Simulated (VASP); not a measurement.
A run of VASP 6.6.1 is set up as follows.

Contents of INCAR:

```
PREC = Accurate
ENCUT = 520
EDIFF = 1E-6
ISMEAR = -1
SIGMA = 0.1
LREAL = False
LASPH = True
NELM = 100
ALGO = Normal
ISIF = 2
LWAVE = False
LCHARG = True
GGA = RP
LELF = True
LVHAR = True
NBANDS = 20
```

The input KPOINTS:

```
Automatic mesh
0
Gamma
  13 13 8
```

POSCAR

```
Ga
1.0
    3.1534921132      0.0000000000      0.0000000000
   -1.5767460566      2.7310042807      0.0000000000
    0.0000000000      0.0000000000      4.9739422572
Ga
2
Direct
    0.3333333333      0.6666666667      0.2500000000
    0.6666666667      0.3333333333      0.7500000000
```

Potentials or basis: VASP PAW PBE potentials, release 64 (Ga_d).

The run is started by

```bash
$ cat potpaw_PBE.64/Ga_d/POTCAR > POTCAR
$ mpirun -np 1 vasp_std > vasp.out
```

Question: Estimate the band gap on the k mesh.

Answer: Zero (bands 13 and 14 overlap by 6.76 eV).

Question: Estimate the pressure.

Answer: -2.5 GPa.

Stress tensor (GPa, compression positive):
```
-2.47  0.00  0.00
 0.00 -2.47  0.00
 0.00  0.00 -2.63
```

Caveat: the PAW data sets were made with another functional, which shifts forces and pressure a little.
